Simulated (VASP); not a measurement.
# KYSe2 (P4/mmm) in VASP: single point with HSE06

Aim: the single point of KYSe2 with HSE06.

Program: VASP 6.6.1. These are calculated values, not measurements. Logs are shortened: lines on timing, memory, paths and dates and some standing lists are left out, and cuts for length are marked.

## (1) The cell of the first run

Symmetry: P4/mmm, No. 123, tetragonal system. Conventional cell: a = 4.320 Å, b = 4.320 Å, c = 5.868 Å, α = 90.00°, β = 90.00°, γ = 90.00°. K (site symmetry 4/mmm) has 6 Se at 2.93 to 3.05 Å within 3.9 Å. Se (site symmetry 4/mmm) has 2 K at 2.93 Å and 4 Y at 3.05 Å within 3.9 Å. Se (site symmetry 4/mmm) has 2 Y at 2.93 Å and 4 K at 3.05 Å within 3.9 Å. Y (site symmetry 4/mmm) has 6 Se at 2.93 to 3.05 Å within 3.9 Å.

## (2) Single point, HSE06

Input file POSCAR:

```
KYSe2
1.0
    4.3197464731      0.0000000000      0.0000000000
    0.0000000000      4.3197464731      0.0000000000
    0.0000000000      0.0000000000      5.8682761278
K Se Y
1 2 1
Direct
    0.0000000000      0.0000000000      0.0000000000
    0.0000000000      0.0000000000      0.5000000000
    0.5000000000      0.5000000000      0.0000000000
    0.5000000000      0.5000000000      0.5000000000
```

Input file INCAR.step1:

```
SYSTEM = KYSe2
  PREC = Accurate
  ENCUT = 520
  EDIFF = 1E-5
  ISMEAR = 1
  SIGMA = 0.001
  LREAL = .FALSE.
  LASPH = .TRUE.
  NELM = 80
  ALGO = Normal
  ISIF = 2
  LWAVE = .TRUE.
  LCHARG = .FALSE.
  NBANDS = 24
  GGA = PE
```

Input file INCAR.step2:

```
SYSTEM = KYSe2
  PREC = Accurate
  ENCUT = 520
  EDIFF = 1E-7
  ISMEAR = 1
  SIGMA = 0.001
  LREAL = .FALSE.
  LASPH = .TRUE.
  NELM = 80
  ALGO = Normal
  ISIF = 2
  LWAVE = .FALSE.
  LCHARG = .FALSE.
  GGA = PE
  LHFCALC = .TRUE.
  HFSCREEN = 0.2079
  PRECFOCK = Normal
  NBANDS = 24
  ISTART = 1
```

Input file KPOINTS:

```
Automatic mesh
0
G
  4 4 2
  0 0 0
```

Potentials or basis: VASP PAW PBE potentials, release 64 (K_sv, Se, Y_sv).

Started as:

```console
cat potpaw_PBE.64/K_sv/POTCAR potpaw_PBE.64/Se/POTCAR potpaw_PBE.64/Y_sv/POTCAR > POTCAR
cp INCAR.step1 INCAR
mpirun -np 1 vasp_std > vasp.out
cp INCAR.step2 INCAR
mpirun -np 1 vasp_std > vasp.out
```

OUTCAR:

```text
SYSTEM = KYSe2
   PREC = Accurate
   ENCUT = 520
   EDIFF = 1E-7
   ISMEAR = 1
   LREAL = .FALSE.
   LASPH = .TRUE.
   NELM = 80
   ISIF = 2
   GGA = PE
   LHFCALC = .TRUE.
   HFSCREEN = 0.2079
   PRECFOCK = Normal
   ISTART = 1

 ion  position               nearest neighbor table
   1  0.000  0.000  0.000-   2 2.93   2 2.93   3 3.05   3 3.05   3 3.05   3 3.05
   2  0.000  0.000  0.500-   1 2.93   1 2.93   4 3.05   4 3.05   4 3.05   4 3.05
   3  0.500  0.500  0.000-   4 2.93   4 2.93   1 3.05   1 3.05   1 3.05   1 3.05
   4  0.500  0.500  0.500-   3 2.93   3 2.93   2 3.05   2 3.05   2 3.05   2 3.05

  LATTYP: Found a simple tetragonal cell.
 ALAT       =     4.3197464731
 C/A-ratio  =     1.3584769764

  Lattice vectors:

 A1 = (   4.3197464731,   0.0000000000,   0.0000000000)
 A2 = (   0.0000000000,   4.3197464731,   0.0000000000)
 A3 = (   0.0000000000,   0.0000000000,   5.8682761278)

Analysis of symmetry for initial positions (statically):
=====================================================================
 Subroutine PRICEL returns:
 Original cell was already a primitive cell.

 Routine SETGRP: Setting up the symmetry group for a
 simple tetragonal supercell.

 Subroutine GETGRP returns: Found 16 space group operations
 (whereof 16 operations were pure point group operations)
 out of a pool of 16 trial point group operations.

The static configuration has the point symmetry D_4h.

Analysis of symmetry for dynamics (positions and initial velocities):
=====================================================================
 Subroutine PRICEL returns:
 Original cell was already a primitive cell.

 Routine SETGRP: Setting up the symmetry group for a
 simple tetragonal supercell.

 Subroutine GETGRP returns: Found 16 space group operations
 (whereof 16 operations were pure point group operations)
 out of a pool of 16 trial point group operations.

The dynamic configuration has the point symmetry D_4h.

 Subroutine INISYM returns: Found 16 space group operations
 (whereof 16 operations are pure point group operations),
 and found     1 'primitive' translations

----------------------------------------------------------------------------------------

                                     Primitive cell

  volume of cell :     109.5033

  direct lattice vectors                    reciprocal lattice vectors
     4.319746473  0.000000000  0.000000000     0.231495067  0.000000000  0.000000000
     0.000000000  4.319746473  0.000000000     0.000000000  0.231495067  0.000000000
     0.000000000  0.000000000  5.868276128     0.000000000  0.000000000  0.170407796

  length of vectors
     4.319746473  4.319746473  5.868276128     0.231495067  0.231495067  0.170407796

  position of ions in fractional coordinates (direct lattice)
     0.000000000  0.000000000  0.000000000
     0.000000000  0.000000000  0.500000000
     0.500000000  0.500000000  0.000000000
     0.500000000  0.500000000  0.500000000

  ion indices of the primitive-cell ions
   primitive index   ion index
                 1           1
                 2           2
                 3           3
                 4           4

----------------------------------------------------------------------------------------

 KPOINTS: Automatic mesh

Automatic generation of k-mesh.
 Grid dimensions read from file:
 generate k-points for:    4    4    2

 Generating k-lattice:

  Cartesian coordinates                     Fractional coordinates (reciprocal lattice)
     0.057873767  0.000000000  0.000000000     0.250000000  0.000000000  0.000000000
     0.000000000  0.057873767  0.000000000     0.000000000  0.250000000  0.000000000
     0.000000000  0.000000000  0.085203898     0.000000000  0.000000000  0.500000000

  Length of vectors
     0.057873767  0.057873767  0.085203898

  Shift w.r.t. Gamma in fractional coordinates (k-lattice)
     0.000000000  0.000000000  0.000000000

 Subroutine IBZKPT returns following result:
 ===========================================

 Found     12 irreducible k-points:

 Following reciprocal coordinates:
            Coordinates               Weight
  0.000000  0.000000  0.000000      1.000000
  0.250000  0.000000  0.000000      4.000000
  0.500000  0.000000  0.000000      2.000000
  0.250000  0.250000  0.000000      4.000000
  0.500000  0.250000  0.000000      4.000000
  0.500000  0.500000  0.000000      1.000000
  0.000000  0.000000  0.500000      1.000000
  0.250000  0.000000  0.500000      4.000000
  0.500000  0.000000  0.500000      2.000000
  0.250000  0.250000  0.500000      4.000000
  0.500000  0.250000  0.500000      4.000000
  0.500000  0.500000  0.500000      1.000000
   k-points           NKPTS =     12   k-points in BZ     NKDIM =     32   number of bands    NBANDS=     24
   number of dos      NEDOS =    301   number of ions     NIONS =      4
   total plane-waves  NPLWV =  49152
   dimension x,y,z NGX =    32 NGY =   32 NGZ =   48
   dimension x,y,z NGXF=    64 NGYF=   64 NGZF=   96
   ions per type =               1   2   1
   NGX,Y,Z   is equivalent  to a cutoff of  12.32, 12.32, 13.60 a.u.
   NGXF,Y,Z  is equivalent  to a cutoff of  24.63, 24.63, 27.20 a.u.
 SYSTEM =  KYSe2
   PREC   = accura    normal or accurate (medium, high low for compatibility)
   ISTART =      1    job   : 0-new  1-cont  2-samecut
   ICHARG =      0    charge: 1-file 2-atom 10-const
   ISPIN  =      1    spin polarized calculation?
   LNONCOLLINEAR =      F non collinear calculations
   LSORBIT =      F    spin-orbit coupling
   LASPH  =      T    aspherical Exc in radial PAW
   ENCUT  =  520.0 eV  38.22 Ry    6.18 a.u.   8.03  8.03 10.91*2*pi/ulx,y,z
   NELM   =     80;   NELMIN=  2; NELMDL=  0     # of ELM steps
   EDIFF  = 0.1E-06   stopping-criterion for ELM
   LREAL  =      F    real-space projection
   EDIFFG = 0.1E-05   stopping-criterion for IOM
   NSW    =      0    number of steps for IOM
   IBRION =     -1    ionic relax: 0-MD 1-quasi-New 2-CG
   NFREE  =      0    steps in history (QN), initial steepest desc. (CG)
   ISIF   =      2    stress and relaxation
   ISYM   =      3    0-nonsym 1-usesym 2-fastsym
   POTIM  = 0.5000    time-step for ionic-motion
   TEBEG  =    0.0;   TEEND  =   0.0 temperature during run
   PSTRESS=    0.0 pullay stress
   NELECT =      32.0000    total number of electrons
   NUPDOWN=      -1.0000    fix difference up-down
   EMIN   =  10.00;   EMAX   =-10.00  energy-range for DOS
   EFERMI =   0.00;   METHOD = LEGACY
   ISMEAR =     1;   SIGMA  =   0.00  broadening in eV -4-tet -1-fermi 0-gaus
   EFERMI_NEDOS =   21; number of points for ismear=-14 and -15
   IALGO  =     38    algorithm
   IMIX   =      1    mixing-type and parameters
     AMIX     =   0.40;   BMIX     =  1.00
     AMIX_MAG =   1.60;   BMIX_MAG =  1.00
  volume/ion in A,a.u.               =      27.38       184.74
  Fermi-wavevector in a.u.,A,eV,Ry     =   1.086382  2.052964 16.057941  1.180225
  Thomas-Fermi vector in A             =   2.222517
   LORBIT       =      0    0 simple, 1 ext, 2 COOP (PROOUT), +10 PAW based schemes
   GGA     = PE    functional components
   LHFCALC =     T    Hartree Fock is set to
   PRECFOCK=normal    Normal, Fast or Accurate (Low or Medium for compatibility)
   ENCUT4O =  -1.0   cutoff for four orbital integrals eV
   NKREDX  =     1    reduce k-point grid by
   NKREDY  =     1    reduce k-point grid by
   NKREDZ  =     1    reduce k-point grid by
   AEXX    =    0.2500 exact exchange contribution
   HFSCREEN=    0.2079 screening length (either q_TF or 0.3 A-1)
   HFSCREENC=   0.2079 screening length for correlation (either q_TF or 0.3 A-1)
   ENCUTFOCK=  -1.0 apply spherical cutoff to Coloumb kernel
   IVDW    =     0    specifies the selected vdW correction
   LEPSILON=     F    determine dielectric tensor
   LRPA    =     F    only Hartree local field effects (RPA)
 non-spin polarized calculation
 Methfessel and Paxton  Order N= 1 SIGMA  =   0.00
  energy-cutoff  :      520.00
  volume of cell :      109.50
 maximum number of plane-waves:      2972
  NGX = 28; NGY = 28; NGZ = 36

 number of electron      32.0000004 magnetization

 Free energy of the ion-electron system (eV)
  ---------------------------------------------------
  ext. energy  EPLUGINS =         0.00000000
  ---------------------------------------------------
  free energy    TOTEN  =       -23.68566025 eV

  energy without entropy =      -23.68566025  energy(sigma->0) =      -23.68566025

 E-fermi :   1.7508     XC(G=0):  -7.5707

 val. band max:        1.7381427867   @ k =   0.0000   0.0000   0.0000
 cond. band min:       2.5897511489   @ k =   0.0000   0.0000   0.0000
 fundamental gap:      0.8516083621
 Fermi energy:         1.7507823172

 k-point     1 :       0.0000    0.0000    0.0000
  band No.  band energies     occupation
      1     -44.9635      2.00000
      2     -29.0537      2.00000
      3     -23.5411      2.00000
      4     -23.5411      2.00000
      5     -23.4301      2.00000
      6     -11.9974      2.00000
[... 16 lines left out ...]
     23       7.9175      0.00000
     24       8.6412      0.00000

 k-point     2 :       0.2500    0.0000    0.0000
  band No.  band energies     occupation
      1     -44.9625      2.00000
      2     -29.0502      2.00000
      3     -23.5732      2.00000
      4     -23.5353      2.00000
      5     -23.4273      2.00000
      6     -11.8591      2.00000
[... 16 lines left out ...]
     23       8.7884      0.00000
     24       9.1839      0.00000

 k-point     3 :       0.5000    0.0000    0.0000
  band No.  band energies     occupation
      1     -44.9615      2.00000
      2     -29.0466      2.00000
      3     -23.6050      2.00000
      4     -23.5295      2.00000
      5     -23.4245      2.00000
      6     -11.9627      2.00000
[... 16 lines left out ...]
     23       8.1840      0.00000
     24       9.6508      0.00000

 k-point     4 :       0.2500    0.2500    0.0000
  band No.  band energies     occupation
      1     -44.9615      2.00000
      2     -29.0468      2.00000
      3     -23.5678      2.00000
      4     -23.5647      2.00000
      5     -23.4249      2.00000
      6     -11.7807      2.00000
[... 16 lines left out ...]
     23       9.0669      0.00000
     24       9.8826      0.00000

 k-point     5 :       0.5000    0.2500    0.0000
  band No.  band energies     occupation
      1     -44.9605      2.00000
      2     -29.0434      2.00000
      3     -23.5970      2.00000
      4     -23.5592      2.00000
      5     -23.4225      2.00000
      6     -11.7390      2.00000
[... 16 lines left out ...]
     23       9.2826      0.00000
     24       9.6621      0.00000

 k-point     6 :       0.5000    0.5000    0.0000
  band No.  band energies     occupation
      1     -44.9594      2.00000
      2     -29.0401      2.00000
      3     -23.5888      2.00000
      4     -23.5888      2.00000
      5     -23.4205      2.00000
      6     -11.6769      2.00000
[... 16 lines left out ...]
     23       9.7194      0.00000
     24       9.9744      0.00000

 k-point     7 :       0.0000    0.0000    0.5000
  band No.  band energies     occupation
      1     -44.9635      2.00000
      2     -29.0533      2.00000
      3     -23.5400      2.00000
      4     -23.5400      2.00000
      5     -23.4332      2.00000
      6     -12.5989      2.00000
[... 16 lines left out ...]
     23       8.5521      0.00000
     24      10.4006      0.00000

 k-point     8 :       0.2500    0.0000    0.5000
  band No.  band energies     occupation
      1     -44.9626      2.00000
      2     -29.0497      2.00000
      3     -23.5725      2.00000
      4     -23.5342      2.00000
      5     -23.4308      2.00000
      6     -12.4785      2.00000
[... 16 lines left out ...]
     23       9.1093      0.00000
     24       9.1528      0.00000

 k-point     9 :       0.5000    0.0000    0.5000
  band No.  band energies     occupation
      1     -44.9616      2.00000
      2     -29.0460      2.00000
      3     -23.6046      2.00000
      4     -23.5283      2.00000
      5     -23.4284      2.00000
      6     -12.3586      2.00000
[... 16 lines left out ...]
     23       8.8988      0.00000
     24       9.5186      0.00000

 k-point    10 :       0.2500    0.2500    0.5000
  band No.  band energies     occupation
      1     -44.9615      2.00000
      2     -29.0463      2.00000
      3     -23.5670      2.00000
      4     -23.5636      2.00000
      5     -23.4285      2.00000
      6     -12.4283      2.00000
[... 16 lines left out ...]
     23       8.6315      0.00000
     24       9.0203      0.00000

 k-point    11 :       0.5000    0.2500    0.5000
  band No.  band energies     occupation
      1     -44.9605      2.00000
      2     -29.0428      2.00000
      3     -23.5961      2.00000
      4     -23.5581      2.00000
      5     -23.4262      2.00000
      6     -12.3790      2.00000
[... 16 lines left out ...]
     23       8.7584      0.00000
     24       9.1798      0.00000

 k-point    12 :       0.5000    0.5000    0.5000
  band No.  band energies     occupation
      1     -44.9595      2.00000
      2     -29.0397      2.00000
      3     -23.5876      2.00000
      4     -23.5876      2.00000
      5     -23.4241      2.00000
      6     -12.4003      2.00000
[... 16 lines left out ...]
     23       8.4610      0.00000
     24      10.7040      0.00000

------------------------ aborting loop because EDIFF is reached ----------------------------------------

  FORCE on cell =-STRESS in cart. coord.  units (eV):
  Direction    XX          YY          ZZ          XY          YZ          ZX
  --------------------------------------------------------------------------------------
  -------------------------------------------------------------------------------------
  Total       -0.0196944     -0.0196944      0.2964409      0.0000000      0.0000000      0.0000000
  in kB       -0.2881544     -0.2881544      4.3373217      0.0000000      0.0000000      0.0000000
  external PRESSURE =       1.2536710 kB  Pullay stress =       0.0000000 kB

 VOLUME and BASIS-vectors are now :
 -----------------------------------------------------------------------------
  energy-cutoff  :      520.00
  volume of cell :      109.50
      direct lattice vectors                 reciprocal lattice vectors
     4.319746473  0.000000000  0.000000000     0.231495067  0.000000000  0.000000000
     0.000000000  4.319746473  0.000000000     0.000000000  0.231495067  0.000000000
     0.000000000  0.000000000  5.868276128     0.000000000  0.000000000  0.170407796

 POSITION                                       TOTAL-FORCE (eV/Angst)
 -----------------------------------------------------------------------------------
      0.00000      0.00000      0.00000         0.000000      0.000000      0.000000
      0.00000      0.00000      2.93414         0.000000      0.000000      0.000000
      2.15987      2.15987      0.00000         0.000000      0.000000      0.000000
      2.15987      2.15987      2.93414         0.000000      0.000000      0.000000
 -----------------------------------------------------------------------------------
    total drift:                                0.000000      0.000000     -0.000001

  FREE ENERGIE OF THE ION-ELECTRON SYSTEM (eV)
  ---------------------------------------------------
  free  energy   TOTEN  =       -23.6856602500 eV

  energy  without entropy=      -23.6856602500  energy(sigma->0) =      -23.68566025
```

Wall time 44 min (1 thread of Intel Xeon Platinum 8375C at 2.90GHz (Ice Lake), shared host); peak memory 0.39 GiB.

Results:

```yaml
Free_energy: -23.6857 eV
Pressure: 0.1 GPa
Band_gap_on_the_k_mesh: 0.85 eV
```

Levels at points of the mesh, in eV from the valence-band top:
```
           k point  band 13  band 14  band 15  band 16  band 17  band 18  band 19  band 20
(0.00, 0.00, 0.00)    -2.04    -0.52     0.00     0.00     0.85     2.63     2.64     2.89
(0.50, 0.00, 0.00)    -1.93    -1.90    -1.77    -0.63     3.27     3.52     3.72     4.03
(0.50, 0.50, 0.00)    -1.37    -1.25    -0.73    -0.73     1.57     1.57     3.53     3.92
(0.00, 0.00, 0.50)    -2.03    -2.03    -0.51    -0.51     0.94     2.65     2.81     4.22
(0.50, 0.00, 0.50)    -3.07    -2.61    -1.04    -0.91     3.78     4.33     4.37     4.39
(0.50, 0.50, 0.50)    -2.82    -2.07    -1.53    -1.53     3.51     3.51     3.59     3.96
```

Caveat: the k points lie up to 0.54 Å⁻¹ apart; the PAW data sets were made with another functional, which shifts forces and pressure a little. A k mesh can miss the band edges.
